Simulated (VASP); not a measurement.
Wanted: the native input for a VASP 6.6.1 run.

- Task: single point
- Functional: PBEsol
- Potentials or basis: VASP PAW PBE potentials, release 64 (Sb, Ga_d)
- Cutoff: 520 eV
- k mesh: 8 × 8 × 8
- Occupations: fermi-dirac, width 0.05 eV
- Spin: no spin polarisation
- Dipole correction: no
- Further INCAR settings: ALGO = Normal; EDIFF = 1e-06; NBANDS = 16

The structure of GaSb lies in POSCAR:

```
GaSb
1.0
    0.0000000000      2.9755931265      2.9755931265
    2.9755931265      0.0000000000      2.9755931265
    2.9755931265      2.9755931265      0.0000000000
Sb Ga
1 1
Direct
    0.7500000000      0.7500000000      0.7500000000
    0.0000000000      0.0000000000      0.0000000000
```

These files were run (other wordings do the same):

INCAR

```
ALGO = Normal
EDIFF = 1E-6
ENCUT = 520
GGA = PS
ISIF = 2
ISMEAR = -1
LASPH = True
LCHARG = False
LREAL = False
LWAVE = False
NBANDS = 16
NELM = 80
PREC = Accurate
SIGMA = 0.05
```

KPOINTS

```
k-points
0
Gamma
  8 8 8
```

Potentials or basis: VASP PAW PBE potentials, release 64 (Sb, Ga_d).

Launch:

```sh
$ cat potpaw_PBE.64/Sb/POTCAR potpaw_PBE.64/Ga_d/POTCAR > POTCAR
$ mpirun -np 1 vasp_std > vasp.out
```

It gave:

```
Pressure               : 5.1 GPa
Band gap on the k mesh : 0.53 eV, indirect (least direct gap 0.60 eV)
```

Caveat: the PAW data sets were made with another functional, which shifts forces and pressure a little; spin-orbit coupling is left out, which moves the levels of the heavy elements.

Run time: 27 s on 1 thread of AMD EPYC 7R13, on a shared host, peak memory 0.16 GiB.
